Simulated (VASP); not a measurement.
# ZnS (ldaat) (P6_3mc) in VASP: notebook

ZnS (ldaat) is run at these levels: LDA; tasks: single point.

All numbers are computed with VASP 6.6.1; they aren't measurements. Logs are shortened: lines on timing, memory, paths and dates and some standing lists are left out, and cuts for length are marked.

## 1. The cell of the first run

The structure is hexagonal, space group P6_3mc (No. 186). Conventional cell: a = 3.782 Å, b = 3.782 Å, c = 6.208 Å, α = 90.00°, β = 90.00°, γ = 120.00°. Within 2.9 Å of Zn (site symmetry 3m) lie 4 S at 2.23 to 2.67 Å. Within 2.9 Å of S (site symmetry 3m) lie 4 Zn at 2.23 to 2.67 Å.

## 2. Single point, LDA

INCAR

```
SYSTEM = ZnS
PREC = Accurate ; ENCUT = 520
EDIFF = 1E-6 ; ISMEAR = 0
SIGMA = 0.01 ; LREAL = .FALSE.
LASPH = .TRUE. ; NELM = 100
ALGO = Normal ; ISIF = 2
LWAVE = .FALSE. ; LCHARG = .FALSE.
GGA = CA ; NBANDS = 26
```

KPOINTS

```
Automatic mesh
0
G
  9 9 6
  0 0 0
```

POSCAR

```
ZnS
1.0
    3.7822379936      0.0000000000      0.0000000000
   -1.8911189968      3.2755141856      0.0000000000
    0.0000000000      0.0000000000      6.2081825480
Zn S
2 2
Direct
    0.3333333333      0.6666666667     -0.0278842939
    0.6666666667      0.3333333333      0.4721157061
    0.3333333333      0.6666666667      0.4028842939
    0.6666666667      0.3333333333      0.9028842939
```

Potentials or basis: VASP PAW LDA potentials, release 64 (Zn, S).

Run with:

```
> cat potpaw_LDA.64/Zn/POTCAR potpaw_LDA.64/S/POTCAR > POTCAR
> mpirun -np 1 vasp_std > vasp.out
```

OUTCAR:

```text
SYSTEM = ZnS
   PREC = Accurate
   ENCUT = 520
   EDIFF = 1E-6
   ISMEAR = 0
   LREAL = .FALSE.
   LASPH = .TRUE.
   NELM = 100
   ISIF = 2
   GGA = CA

 ion  position               nearest neighbor table
   1  0.333  0.667  0.972-   4 2.23   4 2.23   4 2.23   3 2.67
   2  0.667  0.333  0.472-   3 2.23   3 2.23   3 2.23   4 2.67
   3  0.333  0.667  0.403-   2 2.23   2 2.23   2 2.23   1 2.67
   4  0.667  0.333  0.903-   1 2.23   1 2.23   1 2.23   2 2.67

  LATTYP: Found a hexagonal cell.
 ALAT       =     3.7822379936
 C/A-ratio  =     1.6414045225

  Lattice vectors:

 A1 = (   3.7822379936,   0.0000000000,   0.0000000000)
 A2 = (  -1.8911189968,   3.2755141856,   0.0000000000)
 A3 = (   0.0000000000,   0.0000000000,   6.2081825480)

Analysis of symmetry for initial positions (statically):
=====================================================================
 Subroutine PRICEL returns:
 Original cell was already a primitive cell.

 Routine SETGRP: Setting up the symmetry group for a
 hexagonal supercell.

 Subroutine GETGRP returns: Found 12 space group operations
 (whereof  6 operations were pure point group operations)
 out of a pool of 24 trial point group operations.

The static configuration has the point symmetry C_3v.
 The point group associated with its full space group is C_6v.

Analysis of symmetry for dynamics (positions and initial velocities):
=====================================================================
 Subroutine PRICEL returns:
 Original cell was already a primitive cell.

 Routine SETGRP: Setting up the symmetry group for a
 hexagonal supercell.

 Subroutine GETGRP returns: Found 12 space group operations
 (whereof  6 operations were pure point group operations)
 out of a pool of 24 trial point group operations.

The dynamic configuration has the point symmetry C_3v.
 The point group associated with its full space group is C_6v.

 Subroutine INISYM returns: Found 12 space group operations
 (whereof  6 operations are pure point group operations),
 and found     1 'primitive' translations

----------------------------------------------------------------------------------------

                                     Primitive cell

  volume of cell :      76.9118

  direct lattice vectors                    reciprocal lattice vectors
     3.782237994  0.000000000  0.000000000     0.264393727  0.152647790  0.000000000
    -1.891118997  3.275514186  0.000000000     0.000000000  0.305295579  0.000000000
     0.000000000  0.000000000  6.208182548     0.000000000  0.000000000  0.161077738

  length of vectors
     3.782237994  3.782237994  6.208182548     0.305295579  0.305295579  0.161077738

  position of ions in fractional coordinates (direct lattice)
     0.333333333  0.666666667  0.972115706
     0.666666667  0.333333333  0.472115706
     0.333333333  0.666666667  0.402884294
     0.666666667  0.333333333  0.902884294

  ion indices of the primitive-cell ions
   primitive index   ion index
                 1           1
                 2           2
                 3           3
                 4           4

----------------------------------------------------------------------------------------

 KPOINTS: Automatic mesh

Automatic generation of k-mesh.
 Grid dimensions read from file:
 generate k-points for:    9    9    6

 Generating k-lattice:

  Cartesian coordinates                     Fractional coordinates (reciprocal lattice)
     0.029377081  0.016960866  0.000000000     0.111111111  0.000000000  0.000000000
     0.000000000  0.033921731  0.000000000     0.000000000  0.111111111  0.000000000
     0.000000000  0.000000000  0.026846290     0.000000000  0.000000000  0.166666667

  Length of vectors
     0.033921731  0.033921731  0.026846290

  Shift w.r.t. Gamma in fractional coordinates (k-lattice)
     0.000000000  0.000000000  0.000000000

 Subroutine IBZKPT returns following result:
 ===========================================

 Found     48 irreducible k-points:

 Following reciprocal coordinates:
            Coordinates               Weight
  0.000000  0.000000  0.000000      1.000000
  0.111111  0.000000  0.000000      6.000000
  0.222222  0.000000  0.000000      6.000000
  0.333333  0.000000  0.000000      6.000000
  0.444444  0.000000  0.000000      6.000000
  0.111111  0.111111  0.000000      6.000000
[... 16 lines left out ...]
  0.333333  0.222222  0.166667     24.000000
  0.333333  0.333333  0.166667      4.000000
 [... further k-points ...]
   k-points           NKPTS =     48   k-points in BZ     NKDIM =     48   number of bands    NBANDS=     26
   number of dos      NEDOS =    301   number of ions     NIONS =      4
   total plane-waves  NPLWV =  37632
   dimension x,y,z NGX =    28 NGY =   28 NGZ =   48
   dimension x,y,z NGXF=    56 NGYF=   56 NGZF=   96
   ions per type =               2   2
   NGX,Y,Z   is equivalent  to a cutoff of  12.31, 12.31, 12.85 a.u.
   NGXF,Y,Z  is equivalent  to a cutoff of  24.61, 24.61, 25.71 a.u.
 SYSTEM =  ZnS
   PREC   = accura    normal or accurate (medium, high low for compatibility)
   ISTART =      0    job   : 0-new  1-cont  2-samecut
   ICHARG =      2    charge: 1-file 2-atom 10-const
   ISPIN  =      1    spin polarized calculation?
   LNONCOLLINEAR =      F non collinear calculations
   LSORBIT =      F    spin-orbit coupling
   LASPH  =      T    aspherical Exc in radial PAW
   ENCUT  =  520.0 eV  38.22 Ry    6.18 a.u.   7.03  7.03 11.54*2*pi/ulx,y,z
   NELM   =    100;   NELMIN=  2; NELMDL= -5     # of ELM steps
   EDIFF  = 0.1E-05   stopping-criterion for ELM
   LREAL  =      F    real-space projection
   EDIFFG = 0.1E-04   stopping-criterion for IOM
   NSW    =      0    number of steps for IOM
   IBRION =     -1    ionic relax: 0-MD 1-quasi-New 2-CG
   NFREE  =      0    steps in history (QN), initial steepest desc. (CG)
   ISIF   =      2    stress and relaxation
   ISYM   =      2    0-nonsym 1-usesym 2-fastsym
   POTIM  = 0.5000    time-step for ionic-motion
   TEBEG  =    0.0;   TEEND  =   0.0 temperature during run
   PSTRESS=    0.0 pullay stress
   NELECT =      36.0000    total number of electrons
   NUPDOWN=      -1.0000    fix difference up-down
   EMIN   =  10.00;   EMAX   =-10.00  energy-range for DOS
   EFERMI =   0.00;   METHOD = LEGACY
   ISMEAR =     0;   SIGMA  =   0.01  broadening in eV -4-tet -1-fermi 0-gaus
   EFERMI_NEDOS =   21; number of points for ismear=-14 and -15
   IALGO  =     38    algorithm
   IMIX   =      4    mixing-type and parameters
     AMIX     =   0.40;   BMIX     =  1.00
     AMIX_MAG =   1.60;   BMIX_MAG =  1.00
  volume/ion in A,a.u.               =      19.23       129.76
  Fermi-wavevector in a.u.,A,eV,Ry     =   1.271095  2.402022 21.982700  1.615683
  Thomas-Fermi vector in A             =   2.404047
   LORBIT       =      0    0 simple, 1 ext, 2 COOP (PROOUT), +10 PAW based schemes
   GGA     = CA    functional components
   LHFCALC =     F    Hartree Fock is set to
   AEXX    =    0.0000 exact exchange contribution
   IVDW    =     0    specifies the selected vdW correction
   LEPSILON=     F    determine dielectric tensor
   LRPA    =     F    only Hartree local field effects (RPA)
 non-spin polarized calculation
 Gauss-broadening in eV      SIGMA  =   0.01
  energy-cutoff  :      520.00
  volume of cell :       76.91
 maximum number of plane-waves:      2087
   NGX = 15   NGY = 15   NGZ = 23

 number of electron      35.9999993 magnetization

 Free energy of the ion-electron system (eV)
  ---------------------------------------------------
  ext. energy  EPLUGINS =         0.00000000
  ---------------------------------------------------
  free energy    TOTEN  =       -15.97105837 eV

  energy without entropy =      -15.97105837  energy(sigma->0) =      -15.97105837

 E-fermi :   2.2165     XC(G=0): -10.1372

 val. band max:        2.1509594404   @ k =   0.0000   0.0000   0.0000
 cond. band min:       4.4061102021   @ k =   0.0000   0.0000   0.0000
 fundamental gap:      2.2551507617
 Fermi energy:         2.2164771569

 k-point     1 :       0.0000    0.0000    0.0000
  band No.  band energies     occupation
      1     -11.2164      2.00000
      2     -10.3483      2.00000
      3      -4.7035      2.00000
      4      -4.7035      2.00000
      5      -4.6973      2.00000
      6      -4.6973      2.00000
[... 18 lines left out ...]
     25       9.3566      0.00000
     26      11.2683      0.00000

 k-point     2 :       0.1111    0.0000    0.0000
  band No.  band energies     occupation
      1     -11.1235      2.00000
      2     -10.2860      2.00000
      3      -4.7113      2.00000
      4      -4.6925      2.00000
      5      -4.6705      2.00000
      6      -4.6615      2.00000
[... 18 lines left out ...]
     25       9.7986      0.00000
     26      10.7186      0.00000

 k-point     3 :       0.2222    0.0000    0.0000
  band No.  band energies     occupation
      1     -10.8674      2.00000
      2     -10.1276      2.00000
      3      -4.7120      2.00000
      4      -4.6613      2.00000
      5      -4.5811      2.00000
      6      -4.5690      2.00000
[... 18 lines left out ...]
     25      10.0605      0.00000
     26      10.9501      0.00000

 k-point     4 :       0.3333    0.0000    0.0000
  band No.  band energies     occupation
      1     -10.5226      2.00000
      2      -9.9574      2.00000
      3      -4.6557      2.00000
      4      -4.5784      2.00000
      5      -4.4761      2.00000
      6      -4.4552      2.00000
[... 18 lines left out ...]
     25      10.5869      0.00000
     26      11.9033      0.00000
[... 496 lines left out ...]
      1     -10.3183      2.00000
      2      -9.9250      2.00000
      3      -4.5801      2.00000
      4      -4.5255      2.00000
      5      -4.4340      2.00000
      6      -4.3770      2.00000
[... 18 lines left out ...]
     25      10.1114      0.00000
     26      12.1114      0.00000

 k-point    23 :       0.3333    0.2222    0.1667
  band No.  band energies     occupation
      1     -10.0768      2.00000
      2      -9.8775      2.00000
      3      -4.4557      2.00000
      4      -4.4132      2.00000
      5      -4.3892      2.00000
      6      -4.2963      2.00000
[... 18 lines left out ...]
     25      11.1919      0.00000
     26      12.6478      0.00000

 k-point    24 :       0.3333    0.3333    0.1667
  band No.  band energies     occupation
      1      -9.9274      2.00000
      2      -9.9274      2.00000
      3      -4.3858      2.00000
      4      -4.3592      2.00000
      5      -4.3592      2.00000
      6      -4.2995      2.00000
[... 18 lines left out ...]
     25      12.1179      0.00000
     26      12.2930      0.00000

 [... further k-points ...]
[... 5 lines left out ...]
  --------------------------------------------------------------------------------------
  -------------------------------------------------------------------------------------
  Total        1.3019849      1.3019849     -1.9490705      0.0000000     -0.0000000      0.0000000
  in kB       27.1221257     27.1221257    -40.6018021      0.0000000     -0.0000000      0.0000000
  external PRESSURE =       4.5474831 kB  Pullay stress =       0.0000000 kB

 VOLUME and BASIS-vectors are now :
 -----------------------------------------------------------------------------
  energy-cutoff  :      520.00
  volume of cell :       76.91
      direct lattice vectors                 reciprocal lattice vectors
     3.782237994  0.000000000  0.000000000     0.264393727  0.152647790  0.000000000
    -1.891118997  3.275514186  0.000000000     0.000000000  0.305295579  0.000000000
     0.000000000  0.000000000  6.208182548     0.000000000  0.000000000  0.161077738

 POSITION                                       TOTAL-FORCE (eV/Angst)
 -----------------------------------------------------------------------------------
     -0.00000      2.18368      6.03507         0.000000     -0.000000      0.826483
      1.89112      1.09184      2.93098        -0.000000     -0.000000      0.826483
     -0.00000      2.18368      2.50118        -0.000000      0.000000     -0.826483
      1.89112      1.09184      5.60527         0.000000     -0.000000     -0.826483
 -----------------------------------------------------------------------------------
    total drift:                                0.000000      0.000001      0.001873

  FREE ENERGIE OF THE ION-ELECTRON SYSTEM (eV)
  ---------------------------------------------------
  free  energy   TOTEN  =       -15.9710583734 eV

  energy  without entropy=      -15.9710583734  energy(sigma->0) =      -15.97105837
```

Run time: 55 s. Hardware: 1 thread of Intel Xeon Platinum 8488C (Sapphire Rapids), shared host; peak memory 0.21 GiB.

Results:

* Free energy: -15.9711 eV
* Pressure: 0.5 GPa
* Largest force: 0.826 eV/Å
* Band gap on the k mesh: 2.26 eV, direct

Forces on the atoms (eV/Å):
```
Zn   0.000  0.000  0.826
Zn   0.000  0.000  0.826
S    0.000  0.000 -0.826
S    0.000  0.000 -0.826
```

Stress tensor (GPa, compression positive):
```
 2.71  0.00  0.00
 0.00  2.71  0.00
 0.00  0.00 -4.06
```

Levels at points of the mesh, in eV from the valence-band top:
| k point | band 15 | band 16 | band 17 | band 18 | band 19 | band 20 | band 21 | band 22 |
| --- | --- | --- | --- | --- | --- | --- | --- | --- |
| (0.00, 0.00, 0.00) | -0.79 | -0.12 | -0.12 | 0.00 | 2.26 | 2.49 | 6.08 | 6.08 |
| (0.00, 0.00, 0.50) | -0.46 | -0.46 | -0.46 | -0.46 | 3.16 | 3.16 | 6.45 | 6.45 |

A k mesh can miss the band edges.

## 3. Single point, LDA

INCAR

```
ALGO = Normal ; EDIFF = 1E-6
ENCUT = 520 ; GGA = CA
ISIF = 2 ; ISMEAR = 0
LASPH = T ; LCHARG = F
LREAL = F ; LWAVE = F
NBANDS = 26 ; NELM = 100
PREC = Accurate ; SIGMA = 0.01
```

KPOINTS

```
k-points
0
Gamma
  9 9 6
```

POSCAR

```
ZnS
1.0
    3.7822379936      0.0000000000      0.0000000000
   -1.8911189968      3.2755141856      0.0000000000
    0.0000000000      0.0000000000      6.2081825480
Zn S
2 2
Direct
    0.3333333333      0.6666666667     -0.0373249410
    0.6666666667      0.3333333333      0.4626750590
    0.3333333333      0.6666666667      0.4123249410
    0.6666666667      0.3333333333      0.9123249410
```

Potentials or basis: VASP PAW LDA potentials, release 64 (Zn, S).

Run with:

```
> cat potpaw_LDA.64/Zn/POTCAR potpaw_LDA.64/S/POTCAR > POTCAR
> mpirun -np 1 vasp_std > vasp.out
```

It took 46 s on 1 thread of Intel Xeon Platinum 8488C (Sapphire Rapids), shared host; peak memory 0.21 GiB.

The run converged. Its results:

```
Free energy            : -15.7866 eV
Pressure               : 1.7 GPa
Largest force          : 0.726 eV/Å
Band gap on the k mesh : 2.37 eV, direct
```

Forces in eV/Å, atoms in the order of the input:
```
Zn   0.000  0.000  0.726
Zn   0.000  0.000  0.726
S    0.000  0.000 -0.726
S    0.000  0.000 -0.726
```

Stress tensor (GPa, compression positive):
```
 4.17  0.00  0.00
 0.00  4.17  0.00
 0.00  0.00 -3.25
```

Levels at points of the mesh, in eV from the valence-band top:
```csv
k point,band 14,band 15,band 16,band 17,band 18,band 19,band 20,band 21,band 22,band 23
"(0.00, 0.00, 0.00)",-0.71,-0.71,-0.09,-0.09,0.00,2.37,2.45,6.12,6.12,7.18
"(0.00, 0.00, 0.50)",-2.46,-0.41,-0.41,-0.41,-0.41,3.15,3.15,6.46,6.46,6.46
```

(Part 1 of 2 ends here.)
